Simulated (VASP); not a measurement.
# Pd in VASP: a series of runs, part 2 of 2

VASP 6.6.1. Earlier steps stand in the parts before.

## (3) Single point, r2SCANh

POSCAR

```
Pd
1.0
    0.0000000000      1.9465000000      1.9465000000
    1.9465000000      0.0000000000      1.9465000000
    1.9465000000      1.9465000000      0.0000000000
Pd
1
Direct
    0.0000000000      0.0000000000      0.0000000000
```

INCAR.step1

```
SYSTEM = Pd
ALGO = Normal ; EDIFF = 1E-5
ENCUT = 510 ; GGA = PE
GGA_COMPAT = .False. ; ISIF = 2
ISMEAR = -1 ; LASPH = .True.
LCHARG = .False. ; LREAL = .False.
LWAVE = .True. ; NBANDS = 15
NELM = 120 ; PREC = Accurate
SIGMA = 0.05
```

INCAR.step2

```
SYSTEM = Pd
AEXX = 0.1 ; ALGO = Normal
EDIFF = 1E-6 ; ENCUT = 510
GGA_COMPAT = .False. ; ISIF = 2
ISMEAR = -1 ; ISTART = 1
LASPH = .True. ; LCHARG = .False.
LHFCALC = .True. ; LMIXTAU = .True.
LREAL = .False. ; LWAVE = .False.
METAGGA = R2SCAN ; NBANDS = 15
NELM = 120 ; PREC = Accurate
PRECFOCK = Normal ; SIGMA = 0.05
```

KPOINTS

```
k-points
0
Gamma
  6 6 6
  0 0 0
```

Potentials or basis: VASP PAW PBE potentials, release 64 (Pd_sv_GW).

Started as:

```
> cat potpaw_PBE.64/Pd_sv_GW/POTCAR > POTCAR
> cp INCAR.step1 INCAR
> mpirun -np 1 vasp_std > vasp.out
> cp INCAR.step2 INCAR
> mpirun -np 1 vasp_std > vasp.out
```

OUTCAR:

```text
SYSTEM = Pd
   AEXX = 0.1
   EDIFF = 1E-6
   ENCUT = 510
   ISIF = 2
   ISMEAR = -1
   ISTART = 1
   LASPH = .True.
   LHFCALC = .True.
   LREAL = .False.
   METAGGA = R2SCAN
   NELM = 120
   PREC = Accurate
   PRECFOCK = Normal

 ion  position               nearest neighbor table
   1  0.000  0.000  0.000-

  LATTYP: Found a face centered cubic cell.
 ALAT       =     3.8930000000

  Lattice vectors:
[... 464 lines left out ...]
     11      19.7881      0.00000
     12      20.2901      0.00000
     13      21.1783      0.00000
     14      33.1475      0.00000
     15      36.2334      0.00000

------------------------ aborting loop because EDIFF is reached ----------------------------------------

  FORCE on cell =-STRESS in cart. coord.  units (eV):
  Direction    XX          YY          ZZ          XY          YZ          ZX
  --------------------------------------------------------------------------------------
  -------------------------------------------------------------------------------------
  Total       -0.3482556     -0.3482556     -0.3482556     -0.0000000     -0.0000000      0.0000000
  in kB      -37.8281862    -37.8281862    -37.8281862     -0.0000000     -0.0000000      0.0000000
  external PRESSURE =     -37.8281862 kB  Pullay stress =       0.0000000 kB

 VOLUME and BASIS-vectors are now :
 -----------------------------------------------------------------------------
  energy-cutoff  :      510.00
  volume of cell :       14.75
      direct lattice vectors                 reciprocal lattice vectors
     0.000000000  1.946500000  1.946500000    -0.256871307  0.256871307  0.256871307
     1.946500000  0.000000000  1.946500000     0.256871307 -0.256871307  0.256871307
     1.946500000  1.946500000  0.000000000     0.256871307  0.256871307 -0.256871307

 POSITION                                       TOTAL-FORCE (eV/Angst)
 -----------------------------------------------------------------------------------
      0.00000      0.00000      0.00000        -0.000000      0.000000     -0.000000
 -----------------------------------------------------------------------------------
    total drift:                               -0.000000      0.000000     -0.000000

  FREE ENERGIE OF THE ION-ELECTRON SYSTEM (eV)
  ---------------------------------------------------
  free  energy   TOTEN  =       -19.4167555670 eV

  energy  without entropy=      -19.4076729994  energy(sigma->0) =      -19.41221428
```

OUTCAR.step1:

```text
SYSTEM = Pd
   EDIFF = 1E-5
   ENCUT = 510
   GGA = PE
   ISIF = 2
   ISMEAR = -1
   LASPH = .True.
[... 493 lines left out ...]
 -----------------------------------------------------------------------------------
      0.00000      0.00000      0.00000         0.000000      0.000000     -0.000000
 -----------------------------------------------------------------------------------
    total drift:                               -0.000000     -0.000000     -0.000000

  FREE ENERGIE OF THE ION-ELECTRON SYSTEM (eV)
  ---------------------------------------------------
  free  energy   TOTEN  =        -3.7712760497 eV

  energy  without entropy=       -3.7526295036  energy(sigma->0) =       -3.76195278
```

It took 17 min on 1 thread of AMD EPYC 7R13 (Zen 3), shared host; peak memory 0.12 GiB.

Results:

* Free energy: -19.4168 eV
* Pressure: -3.8 GPa
* Band gap on the k mesh: zero (bands 9 and 10 overlap by 2.21 eV)

Caveat: the k points lie up to 0.47 Å⁻¹ apart, too coarse for converged energies and pressures of a metal; the PAW data sets were made with another functional, which shifts forces and pressure a little.

## (4) Single point, B3LYP

POSCAR is that of step 3.

INCAR.step1

```
  PREC = Accurate
  ENCUT = 520
  EDIFF = 1E-5
  ISMEAR = -1
  SIGMA = 0.05
  LREAL = F
  LASPH = T
  NELM = 100
  ALGO = Normal
  ISIF = 2
  LWAVE = T
  LCHARG = F
  GGA = PE
  NBANDS = 11
```

INCAR.step2

```
  PREC = Accurate
  ENCUT = 520
  EDIFF = 1E-6
  ISMEAR = -1
  SIGMA = 0.05
  LREAL = F
  LASPH = T
  NELM = 100
  ALGO = Normal
  ISIF = 2
  LWAVE = F
  LCHARG = F
  GGA = B3
  LHFCALC = T
  AEXX = 0.2
  AGGAX = 0.72
  AGGAC = 0.81
  ALDAC = 0.19
  PRECFOCK = Normal
  ISTART = 1
  NBANDS = 11
```

KPOINTS

```
Automatic mesh
0
Gamma
  6 6 6
```

Potentials or basis: VASP PAW PBE potentials, release 64 (Pd).

Started as:

```
> cat potpaw_PBE.64/Pd/POTCAR > POTCAR
> cp INCAR.step1 INCAR
> mpirun -np 1 vasp_std > vasp.out
> cp INCAR.step2 INCAR
> mpirun -np 1 vasp_std > vasp.out
```

Run time: 7.1 min. Hardware: 1 thread of Intel Xeon Platinum 8488C (Sapphire Rapids), shared host; peak memory 0.14 GiB.

Results (log left out):

```yaml
Free_energy: -5.4900 eV
Pressure: 11.8 GPa
Band_gap_on_the_k_mesh: zero (bands 5 and 6 overlap by 2.70 eV)
```

Levels at points of the mesh, in eV from the Fermi level:
```tsv
k point	band 3	band 4	band 5	band 6	band 7	band 8
(0.00, 0.00, 0.00)	-3.54	-3.54	-1.97	-1.97	19.18	23.96
(0.50, 0.00, 0.00)	-3.65	-0.36	-0.36	2.12	8.87	18.52
(0.50, 0.50, 0.00)	-0.60	0.70	0.70	4.65	12.51	14.96
```

Caveat: the k points lie up to 0.47 Å⁻¹ apart, too coarse for converged energies and pressures of a metal; the PAW data sets were made with another functional, which shifts forces and pressure a little.

## (5) Single point, B3LYP

This run uses another cell than the first one, of 15.70 Å³/atom.

POSCAR

```
Pd
1.0
    0.0000000000      1.9872481455      1.9872481455
    1.9872481455      0.0000000000      1.9872481455
    1.9872481455      1.9872481455      0.0000000000
Pd
1
Direct
    0.0000000000      0.0000000000      0.0000000000
```

INCAR.step1

```
SYSTEM = Pd
PREC = Accurate ; ENCUT = 520
EDIFF = 1E-5 ; ISMEAR = -1
SIGMA = 0.05 ; LREAL = .FALSE.
LASPH = .TRUE. ; NELM = 80
ALGO = Normal ; ISIF = 2
LWAVE = .TRUE. ; LCHARG = .FALSE.
GGA = PE ; NBANDS = 11
```

INCAR.step2

```
SYSTEM = Pd
PREC = Accurate ; ENCUT = 520
EDIFF = 1E-6 ; ISMEAR = -1
SIGMA = 0.05 ; LREAL = .FALSE.
LASPH = .TRUE. ; NELM = 80
ALGO = Normal ; ISIF = 2
LWAVE = .FALSE. ; LCHARG = .FALSE.
GGA = B3 ; LHFCALC = .TRUE.
AEXX = 0.2 ; AGGAX = 0.72
AGGAC = 0.81 ; ALDAC = 0.19
PRECFOCK = Normal ; ISTART = 1
NBANDS = 11
```

KPOINTS

```
regular mesh
0
G
  6 6 6
  0 0 0
```

Started as:

```
> cat potpaw_PBE.64/Pd/POTCAR > POTCAR
> cp INCAR.step1 INCAR
> mpirun -np 1 vasp_std > vasp.out
> cp INCAR.step2 INCAR
> mpirun -np 1 vasp_std > vasp.out
```

Run time: 6.7 min. Hardware: 1 thread of Intel Xeon Platinum 8488C (Sapphire Rapids), shared host; peak memory 0.15 GiB.

The run converged. Its results:

```yaml
Free_energy: -5.5248 eV
Pressure: 0.4 GPa
Band_gap_on_the_k_mesh: zero (bands 5 and 6 overlap by 2.51 eV)
```

Levels at points of the mesh, in eV from the Fermi level:
```
           k point  band 2  band 3  band 4  band 5  band 6  band 7  band 8  band 9
(0.00, 0.00, 0.00)   -3.23   -3.23   -3.23   -1.83   -1.83   19.12   23.55   23.55
(0.50, 0.00, 0.00)   -3.34   -3.34   -0.35   -0.35    2.28    8.38   18.45   22.42
(0.50, 0.50, 0.00)   -5.38   -0.59    0.67    0.67    4.68   11.87   14.61   14.61
```

Caveat: the k points lie up to 0.46 Å⁻¹ apart, too coarse for converged energies and pressures of a metal; the PAW data sets were made with another functional, which shifts forces and pressure a little.

## (6) Relaxation of cell and atoms, B3LYP

POSCAR

```
Pd
1.0
    0.0000000000      1.9465000000      1.9465000000
    1.9465000000      0.0000000000      1.9465000000
    1.9465000000      1.9465000000      0.0000000000
Pd
1
Direct
    0.0000000000      0.0000000000      0.0000000000
```

INCAR.step1

```
  ALGO = Normal
  EDIFF = 1E-5
  ENCUT = 600
  GGA = PE
  ISMEAR = -1
  LASPH = T
  LCHARG = F
  LREAL = F
  LWAVE = T
  NBANDS = 11
  NELM = 80
  PREC = Accurate
  SIGMA = 0.05
```

INCAR.step2

```
  AEXX = 0.2
  AGGAC = 0.81
  AGGAX = 0.72
  ALDAC = 0.19
  ALGO = Normal
  EDIFF = 1E-6
  EDIFFG = -0.01
  ENCUT = 600
  GGA = B3
  IBRION = 2
  ISIF = 3
  ISMEAR = -1
  ISTART = 1
  LASPH = T
  LCHARG = F
  LHFCALC = T
  LREAL = F
  LWAVE = F
  NELM = 80
  NSW = 60
  PREC = Accurate
  PRECFOCK = Normal
  SIGMA = 0.05
```

KPOINTS

```
k-points
0
Gamma
  6 6 6
```

Potentials or basis: VASP PAW PBE potentials, release 64 (Pd).

Started as:

```
> cat potpaw_PBE.64/Pd/POTCAR > POTCAR
> cp INCAR.step1 INCAR
> mpirun -np 1 vasp_std > vasp.out
> cp INCAR.step2 INCAR
> mpirun -np 1 vasp_std > vasp.out
```

Wall time 42 min (1 thread of Intel Xeon Platinum 8488C (Sapphire Rapids), shared host); peak memory 0.17 GiB.

It converged, with:

```yaml
Free_energy: -5.5241 eV
Relaxed_volume: 15.74 Å³/atom
Relaxed_cell: a = 2.813 Å, b = 2.813 Å, c = 2.813 Å, α = 60.00°, β = 60.00°, γ = 60.00°
Space_group_after_relaxing_to_0.1_Å: Fm-3m (No. 225)
Energy_gained_by_relaxing: 34.2 meV/atom
Ionic_steps: 5
Pressure_after_relaxing: -0.1 GPa
Band_gap_on_the_k_mesh: zero (bands 5 and 6 overlap by 2.51 eV)
```

The path:
```tsv
step	energy change (eV)	largest force (eV/Å)	pressure (GPa)	volume (Å³)
1	0.0000	0.0000	11.83	14.75
2	0.0379	0.0000	-7.31	17.20
3	-0.0321	0.0000	2.56	15.49
4	-0.0335	0.0000	-1.36	15.89
5	-0.0342	0.0000	-0.09	15.74
```

Final structure:
```yaml
crystal:
  lattice:
    - [0.00000, 1.98930, 1.98930]
    - [1.98930, 0.00000, 1.98930]
    - [1.98930, 1.98930, 0.00000]
  atoms:
    - { symbol: Pd, position: [0.00000, 0.00000, 0.00000] }
```

Levels at points of the mesh, in eV from the Fermi level:
| k point | band 2 | band 3 | band 4 | band 5 | band 6 | band 7 | band 8 | band 9 |
| --- | --- | --- | --- | --- | --- | --- | --- | --- |
| (0.00, 0.00, 0.00) | -3.21 | -3.21 | -3.21 | -1.82 | -1.82 | 19.12 | 23.52 | 23.52 |
| (0.50, 0.00, 0.00) | -3.32 | -3.32 | -0.35 | -0.35 | 2.29 | 8.36 | 18.45 | 22.38 |
| (0.50, 0.50, 0.00) | -5.36 | -0.59 | 0.66 | 0.66 | 4.68 | 11.84 | 14.59 | 14.59 |

Caveat: the k points lie up to 0.46 Å⁻¹ apart in the final cell, too coarse for converged energies and pressures of a metal; the PAW data sets were made with another functional, which shifts forces and pressure a little. Zero-point motion and thermal expansion aren't in these numbers.

## (7) Overview

| task | level | potentials or basis | U | cell | k mesh | cutoff (eV) | smearing | grid for exact exchange (PRECFOCK) | share of exact exchange | gap on the mesh (eV) | pressure (GPa) |
| --- | --- | --- | --- | --- | --- | --- | --- | --- | --- | --- | --- |
| single point | r2SCAN+D3(BJ)+U | VASP PAW PBE potentials, release 64 (Pd) | Pd d U = 7.0 eV | a = 2.773, b = 2.751, c = 2.789 Å, angles 58.7, 59.2, 59.5°, 1 atom | 12 × 12 × 12 | 520 | tetrahedron | - | - | none | -17.7 |
| single point | r2SCANh | VASP PAW PBE potentials, release 64 (Pd_sv_GW) | - | a = 2.753 Å, angles 60.0°, 1 atom | 6 × 6 × 6 | 510 | fermi-dirac 0.05 eV | Normal | 0.1 | none | -3.8 |
| single point | B3LYP | VASP PAW PBE potentials, release 64 (Pd) | - | a = 2.753 Å, angles 60.0°, 1 atom | 6 × 6 × 6 | 520 | fermi-dirac 0.05 eV | Normal | 0.2 | none | 11.8 |
| single point | B3LYP | VASP PAW PBE potentials, release 64 (Pd) | - | a = 2.810 Å, angles 60.0°, 1 atom | 6 × 6 × 6 | 520 | fermi-dirac 0.05 eV | Normal | 0.2 | none | 0.4 |
| relaxation of cell and atoms | B3LYP | VASP PAW PBE potentials, release 64 (Pd) | - | relaxed from a = 2.753 Å, angles 60.0°, 1 atom | 6 × 6 × 6 | 600 | fermi-dirac 0.05 eV | Normal | 0.2 | none | -0.1 |

Alike in all rows: no spin polarisation.

Caveats: some runs use coarse meshes; the PAW data sets were made with another functional, which shifts forces and pressure a little; the stress differs along the axes, from -21 to -15 GPa (at least some runs); U without spin polarisation on a metal has little footing (at least some runs); the U is typed as a test and isn't derived for this compound (at least some runs).

Absolute energies hang on the potentials; compare differences alone.
